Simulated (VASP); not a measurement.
## InP: relaxation of cell and atoms with BLYP+D4

The system is InP.

```xyz
2
Lattice="0.0000 2.9305 2.9305 2.9305 0.0000 2.9305 2.9305 2.9305 0.0000" Properties=species:S:1:pos:R:3 pbc="T T T"
In    0.0000    0.0000    0.0000
P     4.3957    4.3957    4.3957
```

```
Program                : VASP 6.6.1
Task                   : relaxation of cell and atoms
Functional             : BLYP
Dispersion             : D4
Potentials or basis    : VASP PAW PBE potentials, release 64 (In_d, P)
Cutoff                 : 600 eV
k mesh                 : 8 × 8 × 8
Occupations            : fermi-dirac, width 0.05 eV
Spin                   : no spin polarisation
Dipole correction      : no
Further INCAR settings : ALGO = Normal; EDIFF = 1e-06; IBRION = 2; EDIFFG = -0.02; NSW = 80; ISIF = 3
```

The relaxed volume is 26.08 Å³/atom. The relaxed cell is a = 4.194 Å, b = 4.194 Å, c = 4.194 Å, α = 60.00°, β = 60.00°, γ = 60.00°, the space group after relaxing (to 0.05 Å) is F-43m (No. 216) and the energy gained by relaxing is 6.4 meV/atom. The ionic steps are 3. The pressure after relaxing is 0.0 GPa, the band gap on the k mesh is 0.42 eV, direct and the dispersion energy per atom is -0.603 eV.

Step by step:
```
step  energy change (eV)  largest force (eV/Å)  pressure (GPa)  volume (Å³)
   1              0.0000                0.0000            2.31        50.33
   2             -0.0102                0.0000           -0.98        53.02
   3             -0.0128                0.0000            0.00        52.16
```

Final structure:
```
In P
1.0
     0.00000    2.96552    2.96552
     2.96552    0.00000    2.96552
     2.96552    2.96552    0.00000
In P
1 1
Direct
  0.00000 0.00000 0.00000
  0.75000 0.75000 0.75000
```

Levels at points of the mesh, in eV from the valence-band top:
```
           k point  band 7  band 8  band 9  band 10  band 11  band 12
(0.00, 0.00, 0.00)    0.00    0.00    0.00     0.42     4.11     4.11
(0.50, 0.00, 0.00)   -5.53   -0.92   -0.92     1.40     4.86     4.86
(0.50, 0.50, 0.00)   -5.62   -2.18   -2.18     1.95     2.33     9.01
```

Run time: 74 s on 1 thread of Intel(R) Xeon(R) Platinum 8488C (Sapphire Rapids), on a shared host, peak memory 0.22 GiB.

Caveat: the PAW data sets were made with another functional, which shifts forces and pressure a little; spin-orbit coupling is left out, which moves the levels of the heavy elements. BLYP gaps usually lie below the measured ones, often by a third to a half.
